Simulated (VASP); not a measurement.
# AlFe (Pm-3m) in VASP: a series of runs, part 2 of 2

VASP 6.6.1. Earlier steps stand in the parts before.

## 3. Relaxation of cell and atoms, PBE+D3(BJ), collinear spin, ferromagnetic start

This run uses another cell than the first one, of 11.87 Å³/atom, 1.032 times its volume.

INCAR reads:

```
PREC = Accurate ; ENCUT = 600
EDIFF = 1E-6 ; ISMEAR = 0
SIGMA = 0.1 ; LREAL = False
LASPH = True ; NELM = 150
ALGO = Fast ; ISIF = 3
LWAVE = False ; LCHARG = False
ISPIN = 2 ; MAGMOM = 0 0.77
LORBIT = 11 ; LMAXMIX = 4
GGA = PE ; IVDW = 12
IBRION = 2 ; NSW = 70
EDIFFG = -0.005
```

KPOINTS reads:

```
Automatic mesh
0
Gamma
  14 14 14
```

POSCAR reads:

```
AlFe
1.0
    2.8743309089      0.0000000000      0.0000000000
    0.0000000000      2.8743309089      0.0000000000
    0.0000000000      0.0000000000      2.8743309089
Al Fe
1 1
Direct
    0.0000000000      0.0000000000      0.0000000000
    0.5000000000      0.5000000000      0.5000000000
```

Potentials or basis: VASP PAW PBE potentials, release 64 (Al, Fe).

The run is started by

```
$ cat potpaw_PBE.64/Al/POTCAR potpaw_PBE.64/Fe/POTCAR > POTCAR
$ mpirun -np 1 vasp_std > vasp.out
```

OUTCAR:

```text
PREC = Accurate
   ENCUT = 600
   EDIFF = 1E-6
   ISMEAR = 0
   LREAL = False
   LASPH = True
   NELM = 150
   ISIF = 3
   ISPIN = 2
   LORBIT = 11
   GGA = PE
   IVDW = 12
   IBRION = 2
   NSW = 70
   EDIFFG = -0.005
 IVDW          = 12

 ion  position               nearest neighbor table
   1  0.000  0.000  0.000-   2 2.49   2 2.49   2 2.49   2 2.49   2 2.49   2 2.49   2 2.49   2 2.49

   2  0.500  0.500  0.500-   1 2.49   1 2.49   1 2.49   1 2.49   1 2.49   1 2.49   1 2.49   1 2.49

  LATTYP: Found a simple cubic cell.
 ALAT       =     2.8743309089

  Lattice vectors:

 A1 = (   2.8743309089,   0.0000000000,   0.0000000000)
 A2 = (   0.0000000000,   2.8743309089,   0.0000000000)
 A3 = (   0.0000000000,   0.0000000000,   2.8743309089)

Analysis of symmetry for initial positions (statically):
=====================================================================
 Subroutine PRICEL returns:
 Original cell was already a primitive cell.

 Routine SETGRP: Setting up the symmetry group for a
 simple cubic supercell.

 Subroutine GETGRP returns: Found 48 space group operations
 (whereof 48 operations were pure point group operations)
 out of a pool of 48 trial point group operations.

The static configuration has the point symmetry O_h .

Analysis of symmetry for dynamics (positions and initial velocities):
=====================================================================
 Subroutine PRICEL returns:
 Original cell was already a primitive cell.
[... 257 lines left out ...]
  ext. energy  EPLUGINS =         0.00000000
  ---------------------------------------------------
  free energy    TOTEN  =       -12.63945399 eV

  energy without entropy =      -12.62905374  energy(sigma->0) =      -12.63425387

 E-fermi :   8.3456     XC(G=0): -12.3003

 val. band max:        8.3386021247   @ k =   0.5000   0.2857   0.1429
 cond. band min:       8.3471113872   @ k =   0.5000   0.3571   0.3571
 fundamental gap:      0.0085092625
 Fermi energy:         8.3456363018

 spin component 1

 k-point     1 :       0.0000    0.0000    0.0000
  band No.  band energies     occupation
      1      -2.2378      1.00000
      2       5.7583      1.00000
      3       5.7583      1.00000
      4       8.0073      1.00000
      5       8.0073      1.00000
      6       8.0073      1.00000
      7      14.9116      0.00000
      8      14.9116      0.00000
      9      14.9116      0.00000
[... 265 lines left out ...]
 k-point    24 :       0.3571    0.2143    0.0000
  band No.  band energies     occupation
      1       0.8671      1.00000
      2       4.7000      1.00000
      3       6.2585      1.00000
      4       6.9459      1.00000
      5       7.2599      1.00000
      6       7.7327      1.00000
      7       9.8137      0.00000
      8      13.6040      0.00000
      9      17.4171      0.00000

 [... further k-points ...]

 spin component 2

 k-point     1 :       0.0000    0.0000    0.0000
  band No.  band energies     occupation
      1      -2.2270      1.00000
      2       6.0871      1.00000
      3       6.0871      1.00000
      4       8.7933      0.00000
      5       8.7933      0.00000
      6       8.7933      0.00000
      7      14.9477      0.00000
      8      14.9477      0.00000
      9      14.9477      0.00000
[... 309 lines left out ...]
  FREE ENERGIE OF THE ION-ELECTRON SYSTEM (eV)
  ---------------------------------------------------
  free  energy   TOTEN  =       -13.4701327437 eV

  energy  without entropy=      -13.4597324901  energy(sigma->0) =      -13.46493262

 reached required accuracy - stopping structural energy minimisation

 total charge

# of ion       s       p       d       tot
------------------------------------------
    1        0.404   0.451   0.000   0.856
    2        0.444   0.527   6.515   7.486
--------------------------------------------------
tot          0.848   0.979   6.515   8.342

 magnetization (x)

# of ion       s       p       d       tot
------------------------------------------
    1       -0.007  -0.014   0.000  -0.022
    2        0.000   0.008   0.680   0.688
--------------------------------------------------
tot         -0.007  -0.007   0.680   0.666
```

OSZICAR:

```text
N       E                     dE             d eps       ncg     rms          rms(c)
DAV:   1     0.342507747098E+02    0.34251E+02   -0.50774E+03  4320   0.131E+03
DAV:   2    -0.132439100201E+02   -0.47495E+02   -0.45823E+02  4344   0.187E+02
[... 30 lines left out ...]
RMM:   4    -0.126398190898E+02    0.85248E-03   -0.62912E-03  4321   0.719E-01    0.212E-01
RMM:   5    -0.126394395575E+02    0.37953E-03   -0.15961E-03  4353   0.474E-01    0.100E-01
RMM:   6    -0.126394397305E+02   -0.17296E-06   -0.30364E-04  4556   0.236E-01    0.176E-02
RMM:   7    -0.126394521637E+02   -0.12433E-04   -0.97358E-05  4415   0.919E-02    0.137E-02
RMM:   8    -0.126394538566E+02   -0.16928E-05   -0.19117E-05  4304   0.833E-02    0.644E-03
RMM:   9    -0.126394539919E+02   -0.13533E-06   -0.46925E-06  3599   0.276E-02
   3 F= -.13470133E+02 E0= -.13464933E+02  d E =-.139241E-01  mag=     0.6541
```

CONTCAR:

```text
AlFe
   1.00000000000000
     2.8435515706015231   -0.0000000000000000    0.0000000000000000
     0.0000000000000000    2.8435515706015231   -0.0000000000000000
     0.0000000000000000    0.0000000000000000    2.8435515706015231
  Al              Fe
     1     1
Direct
     0.0000000000000000    0.0000000000000000    0.0000000000000000
     0.5000000000000000    0.5000000000000000    0.5000000000000000

  0.00000000E+00  0.00000000E+00  0.00000000E+00
  0.00000000E+00  0.00000000E+00  0.00000000E+00
```

Run time: 1.9 min. Hardware: 1 thread of Oxide Virtual Turin-like, shared host; peak memory 0.18 GiB.

What came out:

```
Free energy                                           : -13.4701 eV
Relaxed volume                                        : 11.50 Å³/atom
Relaxed cell                                          : a = 2.844 Å, b = 2.844 Å, c = 2.844 Å, α = 90.00°, β = 90.00°, γ = 90.00°
Space group after relaxing (to 0.05 Å)                : Pm-3m (No. 221)
Energy gained by relaxing                             : 7.0 meV/atom
Ionic steps                                           : 3
Pressure after relaxing                               : 0.0 GPa
Net moment                                            : 0.65 μB per cell
Site moments                                          : Al -0.02; Fe +0.69 μB
Valence electrons inside the program's atomic spheres : Al 0.86; Fe 7.49
Dispersion energy per atom                            : -0.415 eV
```

Step by step:
```tsv
step	energy change (eV)	largest force (eV/Å)	pressure (GPa)	volume (Å³)
1	0.0000	0.0000	-5.67	23.75
2	-0.0021	0.0000	5.88	22.33
3	-0.0139	0.0000	0.04	22.99
```

Final structure:
```
Al Fe
1.0
     2.84355    0.00000    0.00000
     0.00000    2.84355    0.00000
     0.00000    0.00000    2.84355
Al Fe
1 1
Direct
  0.00000 0.00000 0.00000
  0.50000 0.50000 0.50000
```

Caveat: pairwise dispersion overbinds metals, which lowers pressure and volume.
